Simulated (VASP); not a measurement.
Set up this calculation in VASP 6.6.1, as the native input.

```yaml
Task: electric field gradients
Functional: LDA
Potentials_or_basis: VASP PAW LDA potentials, release 64 (Au)
Cutoff: 520 eV
k_mesh: 14 × 14 × 8
Occupations: fermi-dirac, width 0.03 eV
Spin: no spin polarisation
Dipole_correction: no
Further_INCAR_settings: ALGO = Normal; EDIFF = 1e-08; NBANDS = 18
```

The structure of Au lies in POSCAR:

```
Au
1.0
    2.8999984104      0.0000000000      0.0000000000
   -1.4499992052      2.5114722944      0.0000000000
    0.0000000000      0.0000000000      4.9776000000
Au
2
Direct
    0.3333333333      0.6666666667      0.7500000000
    0.6666666667      0.3333333333      0.2500000000
```

This isn't the form of Au at room conditions, which is fcc.

This cell differs from its parent crystal: zz strain of +2 %.

The input as run:

INCAR

```
SYSTEM = Au
PREC     = Accurate       ! precision mode
ENCUT    = 520            ! plane-wave cutoff, eV
EDIFF    = 1E-8           ! SCF threshold, eV
ISMEAR   = -1             ! smearing method
SIGMA    = 0.03           ! smearing width, eV
LREAL    = .False.        ! projectors in reciprocal space
LASPH    = .True.         ! aspherical terms in the spheres
NELM     = 100            ! most SCF steps
ALGO     = Normal         ! electronic algorithm
ISIF     = 2              ! what is computed and relaxed
LWAVE    = .False.        ! write WAVECAR
LCHARG   = .False.        ! write CHGCAR
LEFG     = .True.       
NBANDS   = 18             ! bands
```

KPOINTS

```
regular mesh
0
Gamma
  14 14 8
  0 0 0
```

Potentials or basis: VASP PAW LDA potentials, release 64 (Au).

Command:

```bash
$ cat potpaw_LDA.64/Au/POTCAR > POTCAR
$ mpirun -np 1 vasp_std > vasp.out
```

Results of the run:

| Property | Result |
| --- | --- |
| Pressure | -12.4 GPa |
| Band gap on the k mesh | zero (bands 11 and 12 overlap by 6.25 eV) |
| Largest electric field gradient by atom | Au +27.8 V/Å² |

Caveat: the cell differs from its parent crystal (zz strain of +2 %); the cell stands under tension; without QUAD_EFG the Cq values of the log hold for a quadrupole moment of 1 mb, not for the nuclei; spin-orbit coupling is left out, which moves the levels of the heavy elements.

It took 48 s on 1 thread of Intel Xeon 8259CL, on a shared host, peak memory 0.19 GiB.
